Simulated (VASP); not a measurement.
# AlN (P6_3mc) in VASP: notebook

The runs below take AlN through relaxation of the atoms, with LDA, r2SCAN.

Program: VASP 6.6.1. These are calculated values, not measurements. Logs are shortened: lines on timing, memory, paths and dates and some standing lists are left out, and cuts for length are marked.

## 1. The cell of the first run

The structure is hexagonal, space group P6_3mc (No. 186). The conventional cell has a = 3.111 Å, b = 3.111 Å, c = 4.981 Å, α = 90.00°, β = 90.00°, γ = 120.00°. Al (site symmetry 3m) has 4 N at 1.89 to 1.90 Å within 2.5 Å. N (site symmetry 3m) has 4 Al at 1.89 to 1.90 Å within 2.5 Å.

## 2. Relaxation of the atoms, LDA

The input, INCAR:

```
SYSTEM = AlN
PREC = Accurate
ENCUT = 520
EDIFF = 1E-7
ISMEAR = 0
SIGMA = 0.05
LREAL = .FALSE.
LASPH = .TRUE.
NELM = 80
ALGO = Normal
ISIF = 2
LWAVE = .FALSE.
LCHARG = .FALSE.
IBRION = 2
NSW = 80
EDIFFG = -0.003
```

The input, KPOINTS:

```
regular mesh
0
G
  8 8 5
  0 0 0
```

The input, POSCAR:

```
AlN
1.0
    3.1110000000      0.0000000000      0.0000000000
   -1.5555000000      2.6942050300      0.0000000000
    0.0000000000      0.0000000000      4.9810000000
Al N
2 2
Direct
    0.3333333333      0.6666666667      0.0000000000
    0.6666666667      0.3333333333      0.5000000000
    0.3333333333      0.6666666667      0.3820000000
    0.6666666667      0.3333333333      0.8820000000
```

Potentials or basis: VASP PAW LDA potentials, release 64 (Al, N).

Command:

```
$ cat potpaw_LDA.64/Al/POTCAR potpaw_LDA.64/N/POTCAR > POTCAR
$ mpirun -np 1 vasp_std > vasp.out
```

OUTCAR:

```text
SYSTEM = AlN
   PREC = Accurate
   ENCUT = 520
   EDIFF = 1E-7
   ISMEAR = 0
   LREAL = .FALSE.
   LASPH = .TRUE.
   NELM = 80
   ISIF = 2
   IBRION = 2
   NSW = 80
   EDIFFG = -0.003

 ion  position               nearest neighbor table
   1  0.333  0.667  0.000-   4 1.89   4 1.89   4 1.89   3 1.90   2 3.07   2 3.07   2 3.07   2 3.07
                             2 3.07   2 3.07
   2  0.667  0.333  0.500-   3 1.89   3 1.89   3 1.89   4 1.90   1 3.07   1 3.07   1 3.07   1 3.07
                             1 3.07   1 3.07
   3  0.333  0.667  0.382-   2 1.89   2 1.89   2 1.89   1 1.90
   4  0.667  0.333  0.882-   1 1.89   1 1.89   1 1.89   2 1.90

  LATTYP: Found a hexagonal cell.
 ALAT       =     3.1110000000
 C/A-ratio  =     1.6010928962

  Lattice vectors:

 A1 = (   3.1110000000,   0.0000000000,   0.0000000000)
 A2 = (  -1.5555000000,   2.6942050300,   0.0000000000)
 A3 = (   0.0000000000,   0.0000000000,   4.9810000000)

Analysis of symmetry for initial positions (statically):
=====================================================================
 Subroutine PRICEL returns:
 Original cell was already a primitive cell.

 Routine SETGRP: Setting up the symmetry group for a
 hexagonal supercell.

 Subroutine GETGRP returns: Found 12 space group operations
 (whereof  6 operations were pure point group operations)
 out of a pool of 24 trial point group operations.

The static configuration has the point symmetry C_3v.
 The point group associated with its full space group is C_6v.

Analysis of symmetry for dynamics (positions and initial velocities):
=====================================================================
 Subroutine PRICEL returns:
 Original cell was already a primitive cell.

 Routine SETGRP: Setting up the symmetry group for a
 hexagonal supercell.

 Subroutine GETGRP returns: Found 12 space group operations
 (whereof  6 operations were pure point group operations)
 out of a pool of 24 trial point group operations.

The dynamic configuration has the point symmetry C_3v.
 The point group associated with its full space group is C_6v.

 Subroutine INISYM returns: Found 12 space group operations
 (whereof  6 operations are pure point group operations),
 and found     1 'primitive' translations

----------------------------------------------------------------------------------------

                                     Primitive cell

  volume of cell :      41.7491

  direct lattice vectors                    reciprocal lattice vectors
     3.111000000  0.000000000  0.000000000     0.321440051  0.185583500  0.000000000
    -1.555500000  2.694205030  0.000000000     0.000000000  0.371167001  0.000000000
     0.000000000  0.000000000  4.981000000     0.000000000  0.000000000  0.200762899

  length of vectors
     3.111000000  3.110999999  4.981000000     0.371167000  0.371167001  0.200762899

  position of ions in fractional coordinates (direct lattice)
     0.333333333  0.666666667  0.000000000
     0.666666667  0.333333333  0.500000000
     0.333333333  0.666666667  0.382000000
     0.666666667  0.333333333  0.882000000

  ion indices of the primitive-cell ions
   primitive index   ion index
                 1           1
                 2           2
                 3           3
                 4           4

----------------------------------------------------------------------------------------

 KPOINTS: regular mesh

Automatic generation of k-mesh.
 Grid dimensions read from file:
 generate k-points for:    8    8    5

 Generating k-lattice:

  Cartesian coordinates                     Fractional coordinates (reciprocal lattice)
     0.040180006  0.023197938  0.000000000     0.125000000 -0.000000000  0.000000000
     0.000000000  0.046395875  0.000000000     0.000000000  0.125000000  0.000000000
     0.000000000  0.000000000  0.040152580     0.000000000  0.000000000  0.200000000

  Length of vectors
     0.046395875  0.046395875  0.040152580

  Shift w.r.t. Gamma in fractional coordinates (k-lattice)
     0.000000000  0.000000000  0.000000000

 Subroutine IBZKPT returns following result:
 ===========================================

 Found     30 irreducible k-points:

 Following reciprocal coordinates:
            Coordinates               Weight
  0.000000  0.000000  0.000000      1.000000
  0.125000 -0.000000  0.000000      6.000000
  0.250000 -0.000000  0.000000      6.000000
  0.375000  0.000000  0.000000      6.000000
  0.500000 -0.000000  0.000000      3.000000
  0.125000  0.125000  0.000000      6.000000
[... 16 lines left out ...]
  0.250000 -0.000000  0.400000     12.000000
  0.375000  0.000000  0.400000     12.000000
 [... further k-points ...]
   k-points           NKPTS =     30   k-points in BZ     NKDIM =     30   number of bands    NBANDS=     12
   number of dos      NEDOS =    301   number of ions     NIONS =      4
   total plane-waves  NPLWV =  23040
   dimension x,y,z NGX =    24 NGY =   24 NGZ =   40
   dimension x,y,z NGXF=    48 NGYF=   48 NGZF=   80
   ions per type =               2   2
   NGX,Y,Z   is equivalent  to a cutoff of  12.83, 12.83, 13.35 a.u.
   NGXF,Y,Z  is equivalent  to a cutoff of  25.65, 25.65, 26.70 a.u.
 SYSTEM =  AlN
   PREC   = accura    normal or accurate (medium, high low for compatibility)
   ISTART =      0    job   : 0-new  1-cont  2-samecut
   ICHARG =      2    charge: 1-file 2-atom 10-const
   ISPIN  =      1    spin polarized calculation?
   LNONCOLLINEAR =      F non collinear calculations
   LSORBIT =      F    spin-orbit coupling
   LASPH  =      T    aspherical Exc in radial PAW
   ENCUT  =  520.0 eV  38.22 Ry    6.18 a.u.   5.78  5.78  9.26*2*pi/ulx,y,z
   NELM   =     80;   NELMIN=  2; NELMDL= -5     # of ELM steps
   EDIFF  = 0.1E-06   stopping-criterion for ELM
   LREAL  =      F    real-space projection
   EDIFFG = -.3E-02   stopping-criterion for IOM
   NSW    =     80    number of steps for IOM
   IBRION =      2    ionic relax: 0-MD 1-quasi-New 2-CG
   NFREE  =      1    steps in history (QN), initial steepest desc. (CG)
   ISIF   =      2    stress and relaxation
   ISYM   =      2    0-nonsym 1-usesym 2-fastsym
   POTIM  = 0.5000    time-step for ionic-motion
   TEBEG  =    0.0;   TEEND  =   0.0 temperature during run
   PSTRESS=    0.0 pullay stress
   NELECT =      16.0000    total number of electrons
   NUPDOWN=      -1.0000    fix difference up-down
   EMIN   =  10.00;   EMAX   =-10.00  energy-range for DOS
   EFERMI =   0.00;   METHOD = LEGACY
   ISMEAR =     0;   SIGMA  =   0.05  broadening in eV -4-tet -1-fermi 0-gaus
   EFERMI_NEDOS =   21; number of points for ismear=-14 and -15
   IALGO  =     38    algorithm
   IMIX   =      4    mixing-type and parameters
     AMIX     =   0.40;   BMIX     =  1.00
     AMIX_MAG =   1.60;   BMIX_MAG =  1.00
  volume/ion in A,a.u.               =      10.44        70.43
  Fermi-wavevector in a.u.,A,eV,Ry     =   1.189138  2.247146 19.239322  1.414050
  Thomas-Fermi vector in A             =   2.325252
   LORBIT       =      0    0 simple, 1 ext, 2 COOP (PROOUT), +10 PAW based schemes
   GGA     = CA    functional components
   LHFCALC =     F    Hartree Fock is set to
   AEXX    =    0.0000 exact exchange contribution
   IVDW    =     0    specifies the selected vdW correction
   LEPSILON=     F    determine dielectric tensor
   LRPA    =     F    only Hartree local field effects (RPA)
 conjugate gradient relaxation of ions
 non-spin polarized calculation
 Gauss-broadening in eV      SIGMA  =   0.05
  energy-cutoff  :      520.00
  volume of cell :       41.75
 maximum number of plane-waves:      1138
 NGX is ok and might be reduce to    24
   NGX = 11   NGY = 11   NGZ = 19

--------------------------------------- Ionic step        1  -------------------------------------------

 number of electron      16.0000000 magnetization

 Free energy of the ion-electron system (eV)
  ---------------------------------------------------
  ext. energy  EPLUGINS =         0.00000000
  ---------------------------------------------------
  free energy    TOTEN  =       -32.83211338 eV

  energy without entropy =      -32.83211338  energy(sigma->0) =      -32.83211338

------------------------ aborting loop because EDIFF is reached ----------------------------------------

  FORCE on cell =-STRESS in cart. coord.  units (eV):
  Direction    XX          YY          ZZ          XY          YZ          ZX
  --------------------------------------------------------------------------------------
  -------------------------------------------------------------------------------------
  Total       -1.0185921     -1.0185921     -0.9897748      0.0000000      0.0000000     -0.0000000
  in kB      -39.0898217    -39.0898217    -37.9839181      0.0000000      0.0000000     -0.0000000
  external PRESSURE =     -38.7211871 kB  Pullay stress =       0.0000000 kB
[... 61 lines left out ...]
  energy  without entropy=      -32.8321295529  energy(sigma->0) =      -32.83212955

--------------------------------------- Ionic step        3  -------------------------------------------

 number of electron      16.0000000 magnetization

 Free energy of the ion-electron system (eV)
  ---------------------------------------------------
  ext. energy  EPLUGINS =         0.00000000
  ---------------------------------------------------
  free energy    TOTEN  =       -32.83213033 eV

  energy without entropy =      -32.83213033  energy(sigma->0) =      -32.83213033

 E-fermi :   6.1422     XC(G=0): -11.2473

 val. band max:        5.8959892021   @ k =   0.0000   0.0000   0.0000
 cond. band min:      10.1282039603   @ k =   0.0000   0.0000   0.0000
 fundamental gap:      4.2322147582
 Fermi energy:         6.1422157637

 k-point     1 :       0.0000    0.0000    0.0000
  band No.  band energies     occupation
      1      -9.1378      2.00000
      2      -6.9156      2.00000
      3      -0.1552      2.00000
      4       5.0240      2.00000
      5       5.0240      2.00000
      6       5.6794      2.00000
      7       5.6794      2.00000
      8       5.8960      2.00000
      9      10.1282      0.00000
     10      12.4424      0.00000
     11      16.3743      0.00000
     12      16.8436      0.00000
[... 331 lines left out ...]
 k-point    24 :       0.3750    0.0000    0.4000
  band No.  band energies     occupation
      1      -7.1929      2.00000
      2      -6.8020      2.00000
      3       0.6072      2.00000
      4       1.0152      2.00000
      5       3.8450      2.00000
      6       4.3327      2.00000
      7       4.7443      2.00000
      8       4.7845      2.00000
      9      11.1684      0.00000
     10      11.7873      0.00000
     11      14.8749      0.00000
     12      15.5857      0.00000

 [... further k-points ...]

------------------------ aborting loop because EDIFF is reached ----------------------------------------

  FORCE on cell =-STRESS in cart. coord.  units (eV):
  Direction    XX          YY          ZZ          XY          YZ          ZX
  --------------------------------------------------------------------------------------
  -------------------------------------------------------------------------------------
  Total       -1.0318773     -1.0318773     -0.9622727      0.0000000      0.0000000      0.0000000
  in kB      -39.5996604    -39.5996604    -36.9284898      0.0000000      0.0000000      0.0000000
  external PRESSURE =     -38.7092702 kB  Pullay stress =       0.0000000 kB
[... 19 lines left out ...]
  FREE ENERGIE OF THE ION-ELECTRON SYSTEM (eV)
  ---------------------------------------------------
  free  energy   TOTEN  =       -32.8321303309 eV

  energy  without entropy=      -32.8321303309  energy(sigma->0) =      -32.83213033

 reached required accuracy - stopping structural energy minimisation
```

Wall time 35 s (1 thread of AMD EPYC 7R13, shared host); peak memory 0.11 GiB.

What came out:

```
Free energy               : -32.8321 eV
Energy gained by relaxing : 0.0 meV/atom
Ionic steps               : 3
Pressure after relaxing   : -3.9 GPa
Band gap on the k mesh    : 4.23 eV, direct
```

Final structure:
```cif
data_structure
_symmetry_space_group_name_H-M 'P 1'
_symmetry_Int_Tables_number 1
_cell_length_a 3.1110
_cell_length_b 3.1110
_cell_length_c 4.9810
_cell_angle_alpha 90.000
_cell_angle_beta 90.000
_cell_angle_gamma 120.000
_cell_volume 41.75
loop_
_atom_site_label
_atom_site_type_symbol
_atom_site_fract_x
_atom_site_fract_y
_atom_site_fract_z
_atom_site_occupancy
Al1 Al 0.33333 0.66667 0.00012 1
Al2 Al 0.66667 0.33333 0.50012 1
N1 N 0.33333 0.66667 0.38188 1
N2 N 0.66667 0.33333 0.88188 1
```

## 3. Relaxation of the atoms, r2SCAN

POSCAR is that of step 2.

The input, INCAR.step1:

```
SYSTEM = AlN
PREC = Accurate
ENCUT = 520
ISMEAR = 0
SIGMA = 0.05
LREAL = .FALSE.
LASPH = .TRUE.
NELM = 100
GGA = PE
ALGO = Normal
EDIFF = 1E-4
LWAVE = .TRUE.
LCHARG = .FALSE.
```

The input, INCAR.step2:

```
SYSTEM = AlN
PREC = Accurate
ENCUT = 520
EDIFF = 1E-6
ISMEAR = 0
SIGMA = 0.05
LREAL = .FALSE.
LASPH = .TRUE.
NELM = 100
ALGO = Normal
ISIF = 2
LWAVE = .FALSE.
LCHARG = .FALSE.
METAGGA = R2SCAN
LMIXTAU = .TRUE.
IBRION = 2
NSW = 80
EDIFFG = -0.003
ISTART = 1
```

The input, KPOINTS:

```
Automatic mesh
0
G
  8 8 5
  0 0 0
```

Potentials or basis: VASP PAW PBE potentials, release 64 (Al, N).

Command:

```
$ cat potpaw_PBE.64/Al/POTCAR potpaw_PBE.64/N/POTCAR > POTCAR
$ cp INCAR.step1 INCAR
$ mpirun -np 1 vasp_std > vasp.out
$ cp INCAR.step2 INCAR
$ mpirun -np 1 vasp_std > vasp.out
```

OUTCAR:

```text
SYSTEM = AlN
   PREC = Accurate
   ENCUT = 520
   EDIFF = 1E-6
   ISMEAR = 0
   LREAL = .FALSE.
   LASPH = .TRUE.
   NELM = 100
   ISIF = 2
   METAGGA = R2SCAN
   IBRION = 2
   NSW = 80
   EDIFFG = -0.003
   ISTART = 1

 ion  position               nearest neighbor table
   1  0.333  0.667  0.000-   4 1.89   4 1.89   4 1.89   3 1.90   2 3.07   2 3.07   2 3.07   2 3.07
                             2 3.07   2 3.07
   2  0.667  0.333  0.500-   3 1.89   3 1.89   3 1.89   4 1.90   1 3.07   1 3.07   1 3.07   1 3.07
                             1 3.07   1 3.07
   3  0.333  0.667  0.382-   2 1.89   2 1.89   2 1.89   1 1.90
   4  0.667  0.333  0.882-   1 1.89   1 1.89   1 1.89   2 1.90

  LATTYP: Found a hexagonal cell.
 ALAT       =     3.1110000000
 C/A-ratio  =     1.6010928962

  Lattice vectors:

 A1 = (   3.1110000000,   0.0000000000,   0.0000000000)
 A2 = (  -1.5555000000,   2.6942050300,   0.0000000000)
 A3 = (   0.0000000000,   0.0000000000,   4.9810000000)

Analysis of symmetry for initial positions (statically):
=====================================================================
 Subroutine PRICEL returns:
 Original cell was already a primitive cell.

 Routine SETGRP: Setting up the symmetry group for a
[... 184 lines left out ...]
  Total       -0.2973428     -0.2973428     -0.2521841      0.0000000      0.0000000      0.0000000
  in kB      -11.4109249    -11.4109248     -9.6778987      0.0000000      0.0000000      0.0000000
  external PRESSURE =     -10.8332495 kB  Pullay stress =       0.0000000 kB
[... 63 lines left out ...]
--------------------------------------- Ionic step        3  -------------------------------------------

 number of electron      15.9999997 magnetization

 Free energy of the ion-electron system (eV)
  ---------------------------------------------------
  ext. energy  EPLUGINS =         0.00000000
  ---------------------------------------------------
  free energy    TOTEN  =       -38.45580805 eV

  energy without entropy =      -38.45580805  energy(sigma->0) =      -38.45580805

 E-fermi :   6.1718     XC(G=0): -11.4019

 val. band max:        5.8926658937   @ k =   0.0000   0.0000   0.0000
 cond. band min:      10.7778558385   @ k =   0.0000   0.0000   0.0000
 fundamental gap:      4.8851899448
 Fermi energy:         6.1717889086

 k-point     1 :       0.0000    0.0000    0.0000
  band No.  band energies     occupation
      1     -10.0738      2.00000
      2      -7.9583      2.00000
      3      -0.1642      2.00000
      4       4.9993      2.00000
      5       4.9993      2.00000
      6       5.6620      2.00000
      7       5.6620      2.00000
      8       5.8927      2.00000
      9      10.7779      0.00000
     10      13.3889      0.00000
     11      17.4814      0.00000
     12      17.8981      0.00000
[... 331 lines left out ...]
 k-point    24 :       0.3750    0.0000    0.4000
  band No.  band energies     occupation
      1      -8.2082      2.00000
      2      -7.8434      2.00000
      3       0.5891      2.00000
      4       0.9887      2.00000
      5       3.8380      2.00000
      6       4.3077      2.00000
      7       4.7246      2.00000
      8       4.7673      2.00000
      9      11.9651      0.00000
     10      12.6043      0.00000
     11      15.9060      0.00000
     12      16.6413      0.00000

 [... further k-points ...]
[... 5 lines left out ...]
  --------------------------------------------------------------------------------------
  -------------------------------------------------------------------------------------
  Total       -0.3116522     -0.3116522     -0.2227793      0.0000000      0.0000000     -0.0000000
  in kB      -11.9600679    -11.9600678     -8.5494505      0.0000000      0.0000000     -0.0000000
  external PRESSURE =     -10.8231954 kB  Pullay stress =       0.0000000 kB
[... 19 lines left out ...]
  FREE ENERGIE OF THE ION-ELECTRON SYSTEM (eV)
  ---------------------------------------------------
  free  energy   TOTEN  =       -38.4558080473 eV

  energy  without entropy=      -38.4558080473  energy(sigma->0) =      -38.45580805

 reached required accuracy - stopping structural energy minimisation
```

OUTCAR.step1:

```text
SYSTEM = AlN
   PREC = Accurate
   ENCUT = 520
   ISMEAR = 0
   LREAL = .FALSE.
   LASPH = .TRUE.
   NELM = 100
[... 593 lines left out ...]
      1.55550      0.89807      2.49050        -0.000000     -0.000000      0.007384
     -0.00000      1.79614      1.90274         0.000000      0.000000     -0.007384
      1.55550      0.89807      4.39324        -0.000000     -0.000000     -0.007384
 -----------------------------------------------------------------------------------
    total drift:                               -0.000000      0.000000      0.000799

  FREE ENERGIE OF THE ION-ELECTRON SYSTEM (eV)
  ---------------------------------------------------
  free  energy   TOTEN  =       -29.7712754771 eV

  energy  without entropy=      -29.7712754771  energy(sigma->0) =      -29.77127548
```

Run time: 3.3 min. Hardware: 1 thread of AMD EPYC 7R13, shared host; peak memory 0.14 GiB.

Results:

| Quantity | Value |
| --- | --- |
| Free energy | -38.4558 eV |
| Energy gained by relaxing | 0.0 meV/atom |
| Ionic steps | 3 |
| Pressure after relaxing | -1.1 GPa |
| Band gap on the k mesh | 4.89 eV, direct |

Final structure:
```xyz
4
Lattice="3.1110 0.0000 0.0000 -1.5555 2.6942 0.0000 0.0000 0.0000 4.9810" Properties=species:S:1:pos:R:3 pbc="T T T"
Al    0.0000    1.7961    0.0006
Al    1.5555    0.8981    2.4911
N     0.0000    1.7961    1.9022
N     1.5555    0.8981    4.3927
```

Levels at points of the mesh, in eV from the valence-band top:
| k point | band 5 | band 6 | band 7 | band 8 | band 9 | band 10 | band 11 | band 12 |
| --- | --- | --- | --- | --- | --- | --- | --- | --- |
| (0.00, 0.00, 0.00) | -0.89 | -0.23 | -0.23 | 0.00 | 4.89 | 7.50 | 11.59 | 12.01 |
| (0.50, 0.00, 0.00) | -3.39 | -2.14 | -1.77 | -0.71 | 6.44 | 6.54 | 9.02 | 11.23 |

Caveat: the PAW data sets were made with another functional, which shifts forces and pressure a little.
